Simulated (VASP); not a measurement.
Input of a VASP 6.6.1 run:

POSCAR

```
MgB2
1.0
    3.0960870444      0.0000000000      0.0000000000
   -1.5480435222      2.6812900328      0.0000000000
    0.0000000000      0.0000000000      3.5553701098
Mg B
1 2
Direct
    0.0000000000      0.0000000000      0.0000000000
    0.3333333333      0.6666666667      0.5000000000
    0.6666666667      0.3333333333      0.5000000000
```

INCAR.step1

```
PREC = Accurate
ENCUT = 600
ISMEAR = 0
SIGMA = 0.1
LREAL = F
LASPH = T
NELM = 100
GGA = PE
ALGO = Normal
EDIFF = 1E-4
LWAVE = T
LCHARG = F
```

Contents of INCAR.step2:

```
PREC = Accurate
ENCUT = 600
EDIFF = 1E-7
ISMEAR = 0
SIGMA = 0.1
LREAL = F
LASPH = T
NELM = 100
ALGO = Normal
ISIF = 4
LWAVE = F
LCHARG = F
METAGGA = R2SCAN
LMIXTAU = T
IBRION = 2
NSW = 50
EDIFFG = -0.01
ISTART = 1
```

The input KPOINTS:

```
regular mesh
0
Gamma
  15 15 12
```

Potentials or basis: VASP PAW PBE potentials, release 64 (Mg, B).

Run with:

```console
$ cat potpaw_PBE.64/Mg/POTCAR potpaw_PBE.64/B/POTCAR > POTCAR
$ cp INCAR.step1 INCAR
$ mpirun -np 1 vasp_std > vasp.out
$ cp INCAR.step2 INCAR
$ mpirun -np 1 vasp_std > vasp.out
```

**Question.** Predict the band gap on the k mesh.

**Answer.** Zero (bands 4 and 5 overlap by 3.88 eV).

Final structure:
```
Mg B
1.0
     3.09192    0.00000    0.00000
    -1.54596    2.67768    0.00000
     0.00000    0.00000    3.56495
Mg B
1 2
Direct
  0.00000 0.00000 0.00000
  0.33333 0.66667 0.50000
  0.66667 0.33333 0.50000
```
